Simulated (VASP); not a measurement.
PbS, 2 atoms in the cell. Symmetry: I4mm, No. 107, tetragonal system. The conventional cell has a = 4.193 Å, b = 4.193 Å, c = 5.930 Å, α = 90.00°, β = 90.00°, γ = 90.00°. Within 3.7 Å of Pb (site symmetry 4mm) lie 6 S at 2.78 to 3.15 Å. Within 3.7 Å of S (site symmetry 4mm) lie 6 Pb at 2.78 to 3.15 Å.  This cell differs from its parent crystal: all S atoms moved +0.188 Å, as atom 2 along Cartesian [0 0 1].

* Program: VASP 6.6.1
* Task: single point
* Functional: r2SCAN
* Potentials or basis: VASP PAW PBE potentials, release 64 (Pb_d, S)
* Cutoff: 520 eV
* k mesh: 8 × 8 × 8
* Occupations: gaussian, width 0.05 eV
* Spin: no spin polarisation
* Dipole correction: no
* Further INCAR settings: ALGO = Normal; EDIFF = 1e-06; NBANDS = 17

Potentials or basis: VASP PAW PBE potentials, release 64 (Pb_d, S).

Launch:

```sh
$ cat potpaw_PBE.64/Pb_d/POTCAR potpaw_PBE.64/S/POTCAR > POTCAR
$ cp INCAR.step1 INCAR
$ mpirun -np 1 vasp_std > vasp.out
$ cp INCAR.step2 INCAR
$ mpirun -np 1 vasp_std > vasp.out
```

Hardware: 1 thread of Intel(R) Xeon(R) 6975P-C (Granite Rapids) (shared host).

Q: Estimate the wall time of this run.

A: Wall time 120 s on 1 thread of Intel(R) Xeon(R) 6975P-C (Granite Rapids) (shared host), peak memory 0.2 GiB. Counts: k points 59.
